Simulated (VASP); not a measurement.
Input of a VASP 6.6.1 run:

INCAR

```
SYSTEM = SiNi2
PREC = Accurate
ENCUT = 520
EDIFF = 1E-6
ISMEAR = 0
SIGMA = 0.1
LREAL = .False.
LASPH = .True.
NELM = 100
ALGO = Fast
ISIF = 2
LWAVE = .False.
LCHARG = .False.
GGA = PS
NBANDS = 33
```

Contents of KPOINTS:

```
Automatic mesh
0
Gamma
  12 12 8
  0 0 0
```

POSCAR

```
SiNi2
1.0
    3.9176874494      0.0000000000      0.0000000000
   -1.9588437247      3.3928168552      0.0000000000
    0.0000000000      0.0000000000      4.6219661549
Si Ni
2 4
Direct
    0.3333333348      0.6666666652      0.7500000000
    0.6666666652      0.3333333348      0.2500000000
    0.0000000000      0.0000000000      0.0000000000
    0.0000000000      0.0000000000      0.5000000000
    0.3333333338      0.6666666662      0.2500000000
    0.6666666662      0.3333333338      0.7500000000
```

Potentials or basis: VASP PAW PBE potentials, release 64 (Si, Ni).

The run is started by

```sh
$ cat potpaw_PBE.64/Si/POTCAR potpaw_PBE.64/Ni/POTCAR > POTCAR
$ mpirun -np 1 vasp_std > vasp.out
```

Q: Predict the pressure.

A: 9.1 GPa.

Q: Estimate the band gap on the k mesh.

A: Zero (bands 24 and 25 overlap by 2.93 eV).

Stress tensor (GPa, compression positive):
```
 0.34  0.00  0.00
 0.00  0.34  0.00
 0.00  0.00 26.71
```

Caveat: the cell differs from its parent crystal (uniaxial strain along c: -6.0 %, then relaxed in part); the cell stands under pressure; the PAW data sets were made with another functional, which shifts forces and pressure a little. Spin polarisation is off, so any magnetic state and its effect on volume and gap are missing.
